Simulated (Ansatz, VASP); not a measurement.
**One calculation of HfN, two programs**

```
Hf N
1.0
     3.13391    0.00000    0.00000
    -1.56695    2.71404    0.00000
     0.00000    0.00000    5.41677
Hf N
2 2
Direct
  0.33333 0.66667 0.25000
  0.66667 0.33333 0.75000
  0.00000 0.00000 0.50000
  0.00000 0.00000 0.00000
```

Alike in both runs: functional LDA; k mesh 10 × 10 × 5; occupations fermi-dirac, width 0.05 eV; no spin polarisation.

```csv
,VASP,Ansatz
version,VASP 6.6.1,Ansatz 0.2.0
potentials or method,"VASP PAW LDA potentials, release 64 (Hf_pv, N), cutoff 600 eV","all-electron LAPW, scalar-relativistic"
task,single point,band structure
```

Ansatz gave:

| Item | Value |
| --- | --- |
| gap on the k mesh at the Fermi level (eV) | none |
| pressure (GPa) | -8.8 |
| traceless stress, the component that is largest in VASP (GPa) | -0.49 |

Q: Estimate VASP's values.

A: gap on the k mesh at the Fermi level (eV): none; pressure (GPa): -10.1; traceless stress, the component that is largest in VASP (GPa): -0.44.

LDA's correlation is that of Perdew and Zunger in VASP and of Perdew and Wang (1992) in Ansatz. A gap of «none» marks a metal or a gap that the smearing closes. Ansatz ran all-electron here, and VASP with PAW potentials.

Neither program's run includes spin-orbit coupling.
